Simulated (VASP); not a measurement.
Wanted: the native input for a VASP 6.6.1 run.

* Task: single point
* Functional: PBEsol
* Potentials or basis: VASP PAW PBE potentials, release 64 (Cu, O)
* Cutoff: 520 eV
* k mesh: 4 × 4 × 2
* Occupations: gaussian, width 0.1 eV
* Spin: no spin polarisation
* Dipole correction: no
* Further INCAR settings: ALGO = Normal; EDIFF = 1e-06; NBANDS = 25

The structure of CuO lies in POSCAR:

```
CuO
1.0
    2.8795009639      0.0000000000      0.0000000000
    0.0390727580      2.8792794796      0.0000000000
    0.0174953863      0.0172449008      5.1763391994
Cu O
2 2
Direct
    0.5000000000      0.0000000000      0.5000000000
    0.0000000000      0.5000000000      0.0000000000
    0.0015760300      0.9983282200      0.2501129000
    0.9984239700      0.0016717800      0.7498871000
```

The input as run:

INCAR

```
PREC = Accurate
ENCUT = 520
EDIFF = 1E-6
ISMEAR = 0
SIGMA = 0.1
LREAL = False
LASPH = True
NELM = 100
ALGO = Normal
ISIF = 2
LWAVE = False
LCHARG = True
GGA = PS
LELF = True
LVHAR = True
NBANDS = 25
```

KPOINTS

```
regular mesh
0
Gamma
  4 4 2
```

Potentials or basis: VASP PAW PBE potentials, release 64 (Cu, O).

Run with:

```sh
$ cat potpaw_PBE.64/Cu/POTCAR potpaw_PBE.64/O/POTCAR > POTCAR
$ mpirun -np 1 vasp_std > vasp.out
```

It gave:

The pressure is -1.3 GPa, the largest force is 0.015 eV/Å and the band gap on the k mesh is zero (bands 17 and 18 overlap by 1.13 eV).

Caveat: the k points lie up to 0.61 Å⁻¹ apart, too coarse for converged energies and pressures of a metal; the PAW data sets were made with another functional, which shifts forces and pressure a little; semilocal functionals often make such compounds metallic where correlation or magnetic order opens a gap, which also shifts bond lengths.

Run time: 19 s on 1 thread of Intel(R) Xeon(R) Platinum 8488C (Sapphire Rapids) (shared host), peak memory 0.16 GiB.
